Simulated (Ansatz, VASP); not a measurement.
## C: VASP beside Ansatz

File INCAR:

```
ALGO     = Normal         # electronic algorithm
EDIFF    = 1E-7           # SCF threshold, eV
EDIFFG   = -0.002         # ionic threshold
ENCUT    = 600            # plane-wave cutoff, eV
GGA_COMPAT= F            
IBRION   = 2              # ionic algorithm
ISIF     = 3              # what is computed and relaxed
ISMEAR   = 0              # smearing method
LASPH    = T              # aspherical terms in the spheres
LCHARG   = F              # write CHGCAR
LREAL    = F              # projectors in reciprocal space
LWAVE    = F              # write WAVECAR
NELM     = 120            # most SCF steps
NELMIN   = 4            
NSW      = 100            # ionic steps
PREC     = Accurate       # precision mode
SIGMA    = 0.02           # smearing width, eV
```

File KPOINTS:

```
k-points
0
Gamma
  12 12 12
```

POSCAR

```
C
1.0
    0.0000000000      1.7660487041      1.7660487041
    1.7660487041      0.0000000000      1.7660487041
    1.7660487041      1.7660487041      0.0000000000
C
2
Direct
    0.0000000000      0.0000000000      0.0000000000
    0.2500000000      0.2500000000      0.2500000000
```

Input for Ansatz:

```yaml
crystal:
  lattice:
    - [0.0, 1.7660487041, 1.7660487041]
    - [1.7660487041, 0.0, 1.7660487041]
    - [1.7660487041, 1.7660487041, 0.0]
  atoms:
    - { symbol: C, position: [0.0, 0.0, 0.0] }
    - { symbol: C, position: [0.25, 0.25, 0.25] }
basis:
  ecutwfc: 420
kpoints:
  mp_grid: { grid: [12, 12, 12] }
hamiltonian:
  xc: lda
scf:
  occupations: { method: gaussian, width: 0.02 }
output:
  forces: true
  stress: true
  eigenvalues: true
  write_density: true
  write_potential: true
  elf: true
  volumetric_format: npy
relax:
  adjacent_minimum: "off"
  f_tol: 0.002
  max_steps: 80
  cell: { stress_tol: 0.02 }
```

Alike in both runs: task relaxation of cell and atoms; functional LDA; k mesh 12 × 12 × 12; occupations gaussian, width 0.02 eV; no spin polarisation.

|  | VASP | Ansatz |
| --- | --- | --- |
| version | VASP 6.6.1 | Ansatz 0.2.0 |
| potentials or method | VASP PAW LDA potentials, release 64 (C), cutoff 600 eV | scalar-relativistic, plane waves, PAW |
| valence electrons in the cell | 8 | 8 |

VASP gave:

- gap on the k mesh at the Fermi level, each at its own relaxed structure (eV): 4.19
- relaxed volume (Å³/atom): 5.52
- relaxed cell length with the largest relative difference (Å): 2.499

**Question.** Which values does Ansatz return?

**Answer.** gap on the k mesh at the Fermi level, each at its own relaxed structure (eV): 4.20; relaxed volume (Å³/atom): 5.51; relaxed cell length with the largest relative difference (Å): 2.497.

LDA's correlation is that of Perdew and Zunger in VASP and of Perdew and Wang (1992) in Ansatz.
